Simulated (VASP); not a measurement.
InSe: electric field gradients with PBE

The system is InSe.

```
CELL_PARAMETERS angstrom
2.03923 1.17735 8.47978
-2.03923 1.17735 8.47978
0.00000 -2.35469 8.47978
ATOMIC_POSITIONS crystal
In 0.00000 0.00000 0.00000
In 0.11220 0.11220 0.11220
Se 0.61550 0.61550 0.61550
Se 0.83000 0.83000 0.83000
```

```yaml
Program: VASP 6.6.1
Task: electric field gradients
Functional: PBE
Potentials_or_basis: VASP PAW PBE potentials, release 64 (In_d, Se)
Cutoff: 520 eV
k_mesh: 7 × 7 × 7
Occupations: fermi-dirac, width 0.01 eV
Spin: no spin polarisation
Dipole_correction: no
Further_INCAR_settings: ALGO = Normal; EDIFF = 1e-08; NBANDS = 27
```

```yaml
Pressure: 0.0 GPa
Largest_force: 0.227 eV/Å
Band_gap_on_the_k_mesh: 0.60 eV (least direct gap 0.64 eV)
Largest_electric_field_gradient_by_atom: In -96.6, -96.9; Se -56.6, -60.1 V/Å²
```

Forces in eV/Å, atoms in the order of the input:
```
In   0.000  0.000  0.013
In   0.000  0.000 -0.013
Se   0.000  0.000  0.226
Se   0.000  0.000 -0.227
```

Stress tensor (GPa, compression positive):
```
 0.15  0.00  0.00
 0.00  0.15  0.00
 0.00  0.00 -0.36
```

Levels at points of the mesh, in eV from the valence-band top:
```csv
k point,band 17,band 18,band 19,band 20,band 21,band 22
"(0.00, 0.00, 0.00)",-1.12,-1.00,-1.00,1.77,2.14,4.44
```

Electric field gradients, principal values (V/Å²):
```csv
atom,least,middle,greatest (by size)
1 In,48.292,48.292,-96.585
2 In,48.455,48.455,-96.909
3 Se,28.288,28.288,-56.577
4 Se,30.046,30.046,-60.092
```

Wall time 22 min on 1 thread of Intel Xeon 8259CL, on a shared host, peak memory 0.72 GiB.

Caveat: semilocal functionals underestimate gaps, and a narrow one can read as zero; without QUAD_EFG the Cq values of the log hold for a quadrupole moment of 1 mb, not for the nuclei; spin-orbit coupling is left out, which moves the levels of the heavy elements. A k mesh can miss the band edges.
